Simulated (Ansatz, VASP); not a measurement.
# Rb3SeF in VASP and in Ansatz

File INCAR:

```
SYSTEM = Rb3SeF
PREC = Accurate ; ENCUT = 520
EDIFF = 1E-6 ; ISMEAR = 0
SIGMA = 0.05 ; LREAL = .False.
LASPH = .True. ; NELM = 60
ALGO = Normal ; ISIF = 2
LWAVE = .False. ; LCHARG = .True.
GGA = PS ; LELF = .True.
LVHAR = .True. ; NBANDS = 28
```

KPOINTS

```
Automatic mesh
0
Gamma
  4 4 4
  0 0 0
```

POSCAR

```
Rb3SeF
1.0
    5.7000000000      0.0000000000      0.0000000000
    0.0000000000      5.7000000000      0.0000000000
    0.0000000000      0.0000000000      5.7000000000
Se F Rb
1 1 3
Direct
    0.0000000000      0.0000000000      0.0000000000
    0.5000000000      0.5000000000      0.5000000000
    0.5000000000      0.5000000000      0.0000000000
    0.5000000000      0.0000000000      0.5000000000
    0.0000000000      0.5000000000      0.5000000000
```

Input for Ansatz:

```yaml
crystal:
  lattice:
    - [5.7, 0.0, 0.0]
    - [0.0, 5.7, 0.0]
    - [0.0, 0.0, 5.7]
  atoms:
    - { symbol: Se, position: [0.0, 0.0, 0.0] }
    - { symbol: F, position: [0.5, 0.5, 0.5] }
    - { symbol: Rb, position: [0.5, 0.5, 0.0] }
    - { symbol: Rb, position: [0.5, 0.0, 0.5] }
    - { symbol: Rb, position: [0.0, 0.5, 0.5] }
basis:
  ecutwfc: 420
kpoints:
  mp_grid: { grid: [4, 4, 4] }
hamiltonian:
  xc: pbesol
scf:
  occupations: { method: gaussian, width: 0.05 }
output:
  forces: true
  stress: true
  eigenvalues: true
```

Alike in both runs: task single point; functional PBEsol; k mesh 4 × 4 × 4; occupations gaussian, width 0.05 eV; no spin polarisation.

|  | VASP | Ansatz |
| --- | --- | --- |
| version | VASP 6.6.1 | Ansatz 0.2.0 |
| potentials or method | VASP PAW PBE potentials, release 64 (Se, F, Rb_sv), cutoff 520 eV | scalar-relativistic, plane waves, PAW |
| valence electrons in the cell | 40 | 50 |

```csv
,VASP,Ansatz,Ansatz less VASP
gap on the k mesh at the Fermi level (eV),1.38,1.38,-0.001
least direct gap on the mesh (eV),1.38,1.38,-0.001
pressure (GPa),-2.7,-2.7,-0.01
```

VASP's potentials were made for PBE, not for PBEsol. With one functional, cell and mesh, what is left measures potentials, basis and numerics. VASP's potentials hold 40 valence electrons a cell and Ansatz's 50, so a difference there can come from the potentials and not from the codes.
